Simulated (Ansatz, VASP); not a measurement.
**Ta in VASP and in Ansatz**

```
Ta
1.0
    -1.62349    1.62349    1.62349
     1.62349   -1.62349    1.62349
     1.62349    1.62349   -1.62349
Ta
1
Direct
  0.00000 0.00000 0.00000
```

Alike in both runs: task relaxation of cell and atoms; functional LDA; k mesh 16 × 16 × 16; occupations gaussian, width 0.1 eV; no spin polarisation.

|  | VASP | Ansatz |
| --- | --- | --- |
| version | VASP 6.6.1 | Ansatz 0.2.0 |
| potentials or method | VASP PAW LDA potentials, release 64 (Ta_pv), cutoff 600 eV | scalar-relativistic, plane waves, PAW |
| valence electrons in the cell | 11 | 13 |

Ansatz gave:

```
gap on the k mesh at the Fermi level, each at its own relaxed structure (eV) : none
relaxed volume (Å³/atom)                                                     : 17.21
relaxed cell length with the largest relative difference (Å)                 : 2.817
```

Q: What did VASP give for the same quantities?

A: gap on the k mesh at the Fermi level, each at its own relaxed structure (eV): none; relaxed volume (Å³/atom): 17.28; relaxed cell length with the largest relative difference (Å): 2.821.

Ansatz warns that its potentials were made for another functional, while VASP's fit it. LDA's correlation is that of Perdew and Zunger in VASP and of Perdew and Wang (1992) in Ansatz. A gap of «none» marks a metal or a gap that the smearing closes. VASP's potentials hold 11 valence electrons a cell and Ansatz's 13, so a difference there can come from the potentials and not from the codes.

Spin-orbit coupling is off throughout.
